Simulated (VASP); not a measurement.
Si6P:

```
Si P
1.0
     4.70140    0.00000    0.00000
     0.00000    4.70140    0.00000
     0.00000    0.00000    4.70140
Si P
6 1
Direct
  0.19895 0.50000 0.50000
  0.50000 0.50000 0.80105
  0.50000 0.50000 0.19895
  0.50000 0.19895 0.50000
  0.50000 0.80105 0.50000
  0.80105 0.50000 0.50000
  0.00000 0.00000 0.00000
```

```yaml
Program: VASP 6.6.1
Task: relaxation of cell and atoms
Functional: PBE
Potentials_or_basis: VASP PAW PBE potentials, release 64 (Si, P)
Cutoff: 600 eV
k_mesh: 4 × 4 × 4
Occupations: gaussian, width 0.1 eV
Spin: no spin polarisation
```

At the start: pressure 96.3 GPa; volume 14.85 Å³/atom.

Problem. How do energy, volume and symmetry change on relaxing?

Solution. Over 15 steps the energy falls by 2127.1 meV/atom and the volume is 27.08 Å³/atom (+82.4 %); space group Pm-3m (No. 221, to 0.05 Å).

The path:
```csv
step,energy change (eV),largest force (eV/Å),pressure (GPa),volume (Å³)
1,0.0000,4.9637,96.30,103.92
2,-5.9983,6.1051,0.41,304.15
3,-6.6580,6.5751,0.67,282.37
4,-7.2906,7.0144,1.03,262.96
5,-10.0138,9.6054,9.51,171.32
6,-13.4164,0.0522,-2.27,288.66
7,-14.3948,0.4080,-3.77,222.21
8,-14.4611,0.5715,-3.87,217.90
9,-14.3520,2.4098,-1.34,195.16
10,-14.5471,0.9428,-3.70,210.52
11,-14.5535,1.3120,-3.21,205.34
12,-14.5573,1.2115,-3.38,206.75
13,-14.8846,0.1312,0.49,187.29
14,-14.8853,0.1882,0.28,188.04
15,-14.8898,0.0151,0.02,189.55
```

Final structure:
```cif
data_structure
_symmetry_space_group_name_H-M 'P 1'
_symmetry_Int_Tables_number 1
_cell_length_a 5.7443
_cell_length_b 5.7443
_cell_length_c 5.7443
_cell_angle_alpha 90.000
_cell_angle_beta 90.000
_cell_angle_gamma 90.000
_cell_volume 189.55
loop_
_atom_site_label
_atom_site_type_symbol
_atom_site_fract_x
_atom_site_fract_y
_atom_site_fract_z
_atom_site_occupancy
Si1 Si 0.20185 0.50000 0.50000 1
Si2 Si 0.50000 0.50000 0.79815 1
Si3 Si 0.50000 0.50000 0.20185 1
Si4 Si 0.50000 0.20185 0.50000 1
Si5 Si 0.50000 0.79815 0.50000 1
Si6 Si 0.79815 0.50000 0.50000 1
P1 P 0.00000 0.00000 0.00000 1
```

Caveat: the volume moved by over 15 % at a fixed basis, so the end points are rough.
